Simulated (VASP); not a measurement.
Wanted: the native input for a VASP 6.6.1 run.

```
Task                   : single point
Functional             : r2SCAN
Potentials or basis    : VASP PAW PBE potentials, release 64 (Cr_pv)
Cutoff                 : 520 eV
k mesh                 : 15 × 15 × 15
Occupations            : gaussian, width 0.2 eV
Spin                   : no spin polarisation
Dipole correction      : no
Further INCAR settings : ALGO = Normal; EDIFF = 1e-07; NBANDS = 12
```

Crystal: Cr.

```
Cr
1.0
    -1.41496    1.41496    1.41496
     1.41496   -1.41496    1.41496
     1.41496    1.41496   -1.41496
Cr
1
Cartesian
  0.0000 0.0000 0.0000
```

The input as run:

POSCAR

```
Cr
1.0
   -1.4149597590      1.4149597590      1.4149597590
    1.4149597590     -1.4149597590      1.4149597590
    1.4149597590      1.4149597590     -1.4149597590
Cr
1
Direct
    0.0000000000      0.0000000000      0.0000000000
```

INCAR.step1

```
PREC = Accurate
ENCUT = 520
ISMEAR = 0
SIGMA = 0.2
LREAL = False
LASPH = True
NELM = 100
NBANDS = 12
GGA = PE
ALGO = Normal
EDIFF = 1E-4
LWAVE = True
LCHARG = False
```

INCAR.step2

```
PREC = Accurate
ENCUT = 520
EDIFF = 1E-7
ISMEAR = 0
SIGMA = 0.2
LREAL = False
LASPH = True
NELM = 100
ALGO = Normal
ISIF = 2
LWAVE = False
LCHARG = True
METAGGA = R2SCAN
LMIXTAU = True
LELF = True
LVHAR = True
NBANDS = 12
ISTART = 1
```

KPOINTS

```
Automatic mesh
0
Gamma
  15 15 15
```

Potentials or basis: VASP PAW PBE potentials, release 64 (Cr_pv).

The run is started by

```console
$ cat potpaw_PBE.64/Cr_pv/POTCAR > POTCAR
$ cp INCAR.step1 INCAR
$ mpirun -np 1 vasp_std > vasp.out
$ cp INCAR.step2 INCAR
$ mpirun -np 1 vasp_std > vasp.out
```

It gave:

The pressure is 0.6 GPa. The band gap on the k mesh is zero (band 6 reaches 13.62 eV, above the bottom of band 7 at 10.21 eV).

Caveat: the PAW data sets were made with another functional, which shifts forces and pressure a little; the run has no spin polarisation, though such a crystal can be magnetic.

It took 41 s on 1 thread of Intel Xeon 6975P-C, with other jobs on the host, peak memory 0.13 GiB.
